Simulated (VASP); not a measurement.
A run of VASP 6.6.1:

INCAR

```
PREC = Accurate ; ENCUT = 520
EDIFF = 1E-7 ; ISMEAR = 0
SIGMA = 0.15 ; LREAL = False
LASPH = True ; NELM = 80
ALGO = Fast ; ISIF = 2
LWAVE = False ; LCHARG = False
GGA = PS ; NBANDS = 56
```

File KPOINTS:

```
Automatic mesh
0
Gamma
  10 10 10
```

Contents of POSCAR:

```
SiW3
1.0
    0.0000000000     -5.1543905733      0.0000000000
   -5.1543905733      0.0000000000      0.0000000000
    0.0000000000      0.0000000000     -5.1543905733
Si W
2 6
Direct
   -0.0356681863     -0.0356681863      0.0000000000
    0.5356681863      0.5356681863      0.5000000000
    0.4927290306      0.4927290306      0.0000000000
    1.0072709694      1.0072709694      0.5000000000
    0.4803645292      0.0072709694      0.0000000000
    0.0196354708      0.4927290306      0.5000000000
    0.4927290306      0.0196354708      0.5000000000
    0.0072709694      0.4803645292      0.0000000000
```

Potentials or basis: VASP PAW PBE potentials, release 64 (Si, W_sv).

The run is started by

```bash
$ cat potpaw_PBE.64/Si/POTCAR potpaw_PBE.64/W_sv/POTCAR > POTCAR
$ mpirun -np 1 vasp_std > vasp.out
```

Hardware: 1 thread of Intel(R) Xeon(R) 6975P-C (Granite Rapids), with other jobs on the host.

Q: Estimate the wall time of this run.

A: Wall time 15 min on 1 thread of Intel(R) Xeon(R) 6975P-C (Granite Rapids) (shared host), peak memory 0.98 GiB. Counts: scf iterations 19, k points 186.
